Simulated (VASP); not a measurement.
# KF in VASP: a series of runs, part 2 of 2

VASP 6.6.1.

## (5) Electric field gradients, LDA (z stretched by -1 % at fixed volume)

The input, INCAR:

```
SYSTEM = KF
ALGO     = Normal         ! electronic algorithm
EDIFF    = 1E-8           ! SCF threshold, eV
ENCUT    = 520            ! plane-wave cutoff, eV
GGA      = CA             ! functional
ISIF     = 2              ! what is computed and relaxed
ISMEAR   = -1             ! smearing method
LASPH    = .TRUE.         ! aspherical terms in the spheres
LCHARG   = .FALSE.        ! write CHGCAR
LEFG     = .TRUE.       
LREAL    = .FALSE.        ! projectors in reciprocal space
LWAVE    = .FALSE.        ! write WAVECAR
NBANDS   = 15             ! bands
NELM     = 80             ! most SCF steps
PREC     = Accurate       ! precision mode
SIGMA    = 0.02           ! smearing width, eV
```

The input, KPOINTS:

```
k-points
0
G
  9 9 9
  0 0 0
```

The input, POSCAR:

```
KF
1.0
    3.2753730134      0.0000000000      0.0000000000
    0.0000000000      3.2753730134      0.0000000000
    0.0000000000      0.0000000000      3.2263654500
K F
1 1
Direct
    0.0000000000      0.0000000000      0.0000000000
    0.5000000000      0.5000000000      0.5000000000
```

Potentials or basis: VASP PAW LDA potentials, release 64 (K_sv, F).

Started as:

```sh
cat potpaw_LDA.64/K_sv/POTCAR potpaw_LDA.64/F/POTCAR > POTCAR
mpirun -np 1 vasp_std > vasp.out
```

OUTCAR:

```text
SYSTEM = KF
   EDIFF = 1E-8
   ENCUT = 520
   GGA = CA
   ISIF = 2
   ISMEAR = -1
   LASPH = .TRUE.
   LREAL = .FALSE.
   NELM = 80
   PREC = Accurate

 ion  position               nearest neighbor table
   1  0.000  0.000  0.000-   2 2.82   2 2.82   2 2.82   2 2.82   2 2.82   2 2.82   2 2.82   2 2.82

   2  0.500  0.500  0.500-   1 2.82   1 2.82   1 2.82   1 2.82   1 2.82   1 2.82   1 2.82   1 2.82

  LATTYP: Found a simple tetragonal cell.
 ALAT       =     3.2753730134
 C/A-ratio  =     0.9850375627

  Lattice vectors:

 A1 = (   3.2753730134,   0.0000000000,   0.0000000000)
 A2 = (   0.0000000000,   3.2753730134,   0.0000000000)
 A3 = (   0.0000000000,   0.0000000000,   3.2263654500)

Analysis of symmetry for initial positions (statically):
=====================================================================
 Subroutine PRICEL returns:
 Original cell was already a primitive cell.

 Routine SETGRP: Setting up the symmetry group for a
 simple tetragonal supercell.

 Subroutine GETGRP returns: Found 16 space group operations
 (whereof 16 operations were pure point group operations)
 out of a pool of 16 trial point group operations.

The static configuration has the point symmetry D_4h.

Analysis of symmetry for dynamics (positions and initial velocities):
=====================================================================
 Subroutine PRICEL returns:
 Original cell was already a primitive cell.

 Routine SETGRP: Setting up the symmetry group for a
 simple tetragonal supercell.

 Subroutine GETGRP returns: Found 16 space group operations
 (whereof 16 operations were pure point group operations)
 out of a pool of 16 trial point group operations.

The dynamic configuration has the point symmetry D_4h.

 Subroutine INISYM returns: Found 16 space group operations
 (whereof 16 operations are pure point group operations),
 and found     1 'primitive' translations

----------------------------------------------------------------------------------------

                                     Primitive cell

  volume of cell :      34.6127

  direct lattice vectors                    reciprocal lattice vectors
     3.275373013  0.000000000  0.000000000     0.305308738  0.000000000  0.000000000
     0.000000000  3.275373013  0.000000000     0.000000000  0.305308738  0.000000000
     0.000000000  0.000000000  3.226365450     0.000000000  0.000000000  0.309946290

  length of vectors
     3.275373013  3.275373013  3.226365450     0.305308738  0.305308738  0.309946290

  position of ions in fractional coordinates (direct lattice)
     0.000000000  0.000000000  0.000000000
     0.500000000  0.500000000  0.500000000

  ion indices of the primitive-cell ions
   primitive index   ion index
                 1           1
                 2           2

----------------------------------------------------------------------------------------

 KPOINTS: k-points

Automatic generation of k-mesh.
 Grid dimensions read from file:
 generate k-points for:    9    9    9
[... 77 lines left out ...]
   EMIN   =  10.00;   EMAX   =-10.00  energy-range for DOS
   EFERMI =   0.00;   METHOD = LEGACY
   ISMEAR =    -1;   SIGMA  =   0.02  broadening in eV -4-tet -1-fermi 0-gaus
   EFERMI_NEDOS =   21; number of points for ismear=-14 and -15
   IALGO  =     38    algorithm
   IMIX   =      4    mixing-type and parameters
     AMIX     =   0.40;   BMIX     =  1.00
     AMIX_MAG =   1.60;   BMIX_MAG =  1.00
  volume/ion in A,a.u.               =      17.31       116.79
  Fermi-wavevector in a.u.,A,eV,Ry     =   1.265814  2.392041 21.800402  1.602284
  Thomas-Fermi vector in A             =   2.399047
   LORBIT       =      0    0 simple, 1 ext, 2 COOP (PROOUT), +10 PAW based schemes
   GGA     = CA    functional components
   LHFCALC =     F    Hartree Fock is set to
   AEXX    =    0.0000 exact exchange contribution
   IVDW    =     0    specifies the selected vdW correction
   LEPSILON=     F    determine dielectric tensor
   LRPA    =     F    only Hartree local field effects (RPA)
 non-spin polarized calculation
  energy-cutoff  :      520.00
  volume of cell :       34.61
 maximum number of plane-waves:       948
   NGX = 13   NGY = 13   NGZ = 11

 number of electron      15.9999993 magnetization

 Free energy of the ion-electron system (eV)
  ---------------------------------------------------
  ext. energy  EPLUGINS =         0.00000000
  ---------------------------------------------------
  free energy    TOTEN  =        -8.86737695 eV

  energy without entropy =       -8.86737695  energy(sigma->0) =       -8.86737695

 E-fermi :  -1.9006     XC(G=0):  -9.7259

 val. band max:       -2.4366752938   @ k =   0.4444   0.4444   0.0000
 cond. band min:       3.4489927020   @ k =   0.0000   0.0000   0.0000
 fundamental gap:      5.8856679959
 Fermi energy:        -1.9006124832

 k-point     1 :       0.0000    0.0000    0.0000
  band No.  band energies     occupation
      1     -28.9735      2.00000
      2     -20.9270      2.00000
      3     -12.2320      2.00000
      4     -12.2320      2.00000
      5     -12.1920      2.00000
      6      -2.5286      2.00000
      7      -2.5286      2.00000
      8      -2.4758      2.00000
      9       3.4490      0.00000
     10       5.5942      0.00000
     11       5.6329      0.00000
     12      11.3128      0.00000
     13      11.4208      0.00000
     14      11.4208      0.00000
[... 401 lines left out ...]
      2     -20.9370      2.00000
      3     -12.9070      2.00000
      4     -12.2298      2.00000
      5     -12.1910      2.00000
      6      -3.5615      2.00000
      7      -2.7358      2.00000
      8      -2.6077      2.00000
      9       6.7421      0.00000
     10       6.9579      0.00000
     11       7.6354      0.00000
     12       9.4048      0.00000
     13      10.4113      0.00000
     14      10.9414      0.00000
     15      14.1701      0.00000

 [... further k-points ...]
[... 5 lines left out ...]
  --------------------------------------------------------------------------------------
  -------------------------------------------------------------------------------------
  Total       -1.3157085     -1.3157085     -1.0483189      0.0000000      0.0000000     -0.0000000
  in kB      -60.9025086    -60.9025086    -48.5253741      0.0000000      0.0000000     -0.0000000
  external PRESSURE =     -56.7767971 kB  Pullay stress =       0.0000000 kB

 VOLUME and BASIS-vectors are now :
 -----------------------------------------------------------------------------
  energy-cutoff  :      520.00
  volume of cell :       34.61
      direct lattice vectors                 reciprocal lattice vectors
     3.275373013  0.000000000  0.000000000     0.305308738  0.000000000  0.000000000
     0.000000000  3.275373013  0.000000000     0.000000000  0.305308738  0.000000000
     0.000000000  0.000000000  3.226365450     0.000000000  0.000000000  0.309946290

 POSITION                                       TOTAL-FORCE (eV/Angst)
 -----------------------------------------------------------------------------------
      0.00000      0.00000      0.00000         0.000000      0.000000      0.000000
      1.63769      1.63769      1.61318         0.000000      0.000000      0.000000
 -----------------------------------------------------------------------------------
    total drift:                                0.000000      0.000000     -0.000000

  FREE ENERGIE OF THE ION-ELECTRON SYSTEM (eV)
  ---------------------------------------------------
  free  energy   TOTEN  =        -8.8673769532 eV

  energy  without entropy=       -8.8673769532  energy(sigma->0) =       -8.86737695

 Electric field gradients (V/A^2)
---------------------------------------------------------------------
 ion       V_xx      V_yy      V_zz      V_xy      V_xz      V_yz
---------------------------------------------------------------------
   1      -1.445    -1.445     2.889     0.000     0.000     0.000
   2       1.135     1.135    -2.269     0.000     0.000     0.000
---------------------------------------------------------------------

 Electric field gradients after diagonalization (V/A^2)
 (convention: |V_zz| > |V_xx| > |V_yy|)
----------------------------------------------------------------------
 ion       V_xx      V_yy      V_zz     asymmetry (V_yy - V_xx)/ V_zz
----------------------------------------------------------------------
   1      -1.445    -1.445     2.889       0.000
   2       1.135     1.135    -2.269       0.000
----------------------------------------------------------------------

           NMR quadrupolar parameters

 Cq : quadrupolar parameter    Cq=e*Q*V_zz/h
 eta: asymmetry parameters     (V_yy - V_xx)/ V_zz
 Q  : nuclear electric quadrupole moment in mb (millibarn)
----------------------------------------------------------------------
 ion       Cq(MHz)       eta       Q (mb)
----------------------------------------------------------------------
   1       0.007       0.000       1.000
   2      -0.005       0.000       1.000
----------------------------------------------------------------------
```

Run time: 23 s. Hardware: 1 thread of AMD EPYC 7R43 (Zen 3), shared host; peak memory 0.12 GiB.

Results:

```
Free energy            : -8.8674 eV
Pressure               : -5.7 GPa
Band gap on the k mesh : 5.89 eV, indirect (least direct gap 5.92 eV)
```

Levels at points of the mesh, in eV from the valence-band top:
| k point | band 5 | band 6 | band 7 | band 8 | band 9 | band 10 | band 11 | band 12 |
| --- | --- | --- | --- | --- | --- | --- | --- | --- |
| (0.00, 0.00, 0.00) | -9.76 | -0.09 | -0.09 | -0.04 | 5.89 | 8.03 | 8.07 | 13.75 |

Electric field gradients, principal values (V/Å²):
```csv
atom,least,middle,greatest (by size)
1 K,-1.445,-1.445,2.889
2 F,1.135,1.135,-2.269
```

Caveat: without QUAD_EFG the Cq values of the log hold for a quadrupole moment of 1 mb, not for the nuclei.

## (6) Electric field gradients, LDA (z stretched by -1 % at fixed volume)

The input, INCAR:

```
PREC = Accurate ; ENCUT = 520
EDIFF = 1E-8 ; ISMEAR = -1
SIGMA = 0.02 ; LREAL = F
LASPH = T ; NELM = 60
ALGO = Normal ; ISIF = 2
LWAVE = F ; LCHARG = F
LEFG = T ; NBANDS = 15
```

The input, KPOINTS:

```
regular mesh
0
Gamma
  9 9 9
```

POSCAR is that of step 5.

Potentials or basis: VASP PAW LDA potentials, release 64 (K_sv, F).

Started as:

```sh
cat potpaw_LDA.64/K_sv/POTCAR potpaw_LDA.64/F/POTCAR > POTCAR
mpirun -np 1 vasp_std > vasp.out
```

OUTCAR:

```text
PREC = Accurate
   ENCUT = 520
   EDIFF = 1E-8
   ISMEAR = -1
   LREAL = F
   LASPH = T
   NELM = 60
   ISIF = 2

 ion  position               nearest neighbor table
   1  0.000  0.000  0.000-   2 2.82   2 2.82   2 2.82   2 2.82   2 2.82   2 2.82   2 2.82   2 2.82

   2  0.500  0.500  0.500-   1 2.82   1 2.82   1 2.82   1 2.82   1 2.82   1 2.82   1 2.82   1 2.82

  LATTYP: Found a simple tetragonal cell.
 ALAT       =     3.2753730134
 C/A-ratio  =     0.9850375627

  Lattice vectors:

 A1 = (   3.2753730134,   0.0000000000,   0.0000000000)
 A2 = (   0.0000000000,   3.2753730134,   0.0000000000)
 A3 = (   0.0000000000,   0.0000000000,   3.2263654500)

Analysis of symmetry for initial positions (statically):
=====================================================================
 Subroutine PRICEL returns:
 Original cell was already a primitive cell.

 Routine SETGRP: Setting up the symmetry group for a
[... 620 lines left out ...]
  energy-cutoff  :      520.00
  volume of cell :       34.61
      direct lattice vectors                 reciprocal lattice vectors
     3.275373013  0.000000000  0.000000000     0.305308738  0.000000000  0.000000000
     0.000000000  3.275373013  0.000000000     0.000000000  0.305308738  0.000000000
     0.000000000  0.000000000  3.226365450     0.000000000  0.000000000  0.309946290

 POSITION                                       TOTAL-FORCE (eV/Angst)
 -----------------------------------------------------------------------------------
      0.00000      0.00000      0.00000         0.000000      0.000000      0.000000
      1.63769      1.63769      1.61318         0.000000      0.000000      0.000000
 -----------------------------------------------------------------------------------
    total drift:                                0.000000      0.000000     -0.000000

  FREE ENERGIE OF THE ION-ELECTRON SYSTEM (eV)
  ---------------------------------------------------
  free  energy   TOTEN  =        -8.8673769532 eV

  energy  without entropy=       -8.8673769532  energy(sigma->0) =       -8.86737695

 Electric field gradients (V/A^2)
---------------------------------------------------------------------
 ion       V_xx      V_yy      V_zz      V_xy      V_xz      V_yz
---------------------------------------------------------------------
   1      -1.445    -1.445     2.889     0.000     0.000     0.000
   2       1.135     1.135    -2.269     0.000     0.000     0.000
---------------------------------------------------------------------

 Electric field gradients after diagonalization (V/A^2)
 (convention: |V_zz| > |V_xx| > |V_yy|)
----------------------------------------------------------------------
 ion       V_xx      V_yy      V_zz     asymmetry (V_yy - V_xx)/ V_zz
----------------------------------------------------------------------
   1      -1.445    -1.445     2.889       0.000
   2       1.135     1.135    -2.269       0.000
----------------------------------------------------------------------

           NMR quadrupolar parameters

 Cq : quadrupolar parameter    Cq=e*Q*V_zz/h
 eta: asymmetry parameters     (V_yy - V_xx)/ V_zz
 Q  : nuclear electric quadrupole moment in mb (millibarn)
----------------------------------------------------------------------
 ion       Cq(MHz)       eta       Q (mb)
----------------------------------------------------------------------
   1       0.007       0.000       1.000
   2      -0.005       0.000       1.000
----------------------------------------------------------------------
```

stdout:

```text
POSCAR found type information on POSCAR K F
 POSCAR found :  2 types and       2 ions
 scaLAPACK will be used
 LDA part: xc-table for (Slater(with rela. corr.)+CA(PZ))
 , standard interpolation
 POSCAR, INCAR and KPOINTS ok, starting setup
 FFT: planning ... GRIDC
 FFT: planning ... GRID_SOFT
 FFT: planning ... GRID
 WAVECAR not read
 entering main loop
ion   1

ion   2
```

Run time: 22 s. Hardware: 1 thread of AMD EPYC 7R43 (Zen 3), shared host; peak memory 0.12 GiB.

Results:

| Property | Result |
| --- | --- |
| Free energy | -8.8674 eV |
| Pressure | -5.7 GPa |
| Band gap on the k mesh | 5.89 eV, indirect (least direct gap 5.92 eV) |

Stress tensor (GPa, compression positive):
```
-6.09  0.00  0.00
 0.00 -6.09  0.00
 0.00  0.00 -4.85
```

Levels at points of the mesh, in eV from the valence-band top:
```csv
k point,band 6,band 7,band 8,band 9,band 10,band 11
"(0.00, 0.00, 0.00)",-0.09,-0.09,-0.04,5.89,8.03,8.07
```

Electric field gradients, principal values (V/Å²):
```
atom   least  middle  greatest (by size)
 1 K  -1.445  -1.445               2.889
 2 F   1.135   1.135              -2.269
```

Caveat: without QUAD_EFG the Cq values of the log hold for a quadrupole moment of 1 mb, not for the nuclei.

## (7) The runs side by side

| task | level | potentials or basis | cell | k mesh for the DOS | occupations for the DOS | gap on the mesh (eV) | pressure (GPa) |
| --- | --- | --- | --- | --- | --- | --- | --- |
| electric field gradients | LDA | VASP PAW LDA potentials, release 64 (K_sv, F) | a = 3.302 Å, 2 atoms | - | - | 5.66 | -6.4 |
| density of states | LDA | VASP PAW LDA potentials, release 64 (K_sv, F) | a = 3.259 Å, 2 atoms | 14 × 14 × 14 | tetrahedron | - | - |
| electric field gradients | PBEsol | VASP PAW PBE potentials, release 64 (K_sv, F) | a = 3.259 Å, 2 atoms | - | - | 6.11 | -2.5 |
| electric field gradients | LDA | VASP PAW LDA potentials, release 64 (K_sv, F) | a = 3.275, b = 3.275, c = 3.226 Å, 2 atoms | - | - | 5.89 | -5.7 |

Alike in all rows: no spin polarisation; k mesh 9 × 9 × 9; cutoff (eV) 520; smearing fermi-dirac 0.02 eV.

Caveats: the PAW data sets were made with another functional, which shifts forces and pressure a little (some runs).

Total energies depend on the potentials used, so only differences within one code and one set of settings carry meaning.
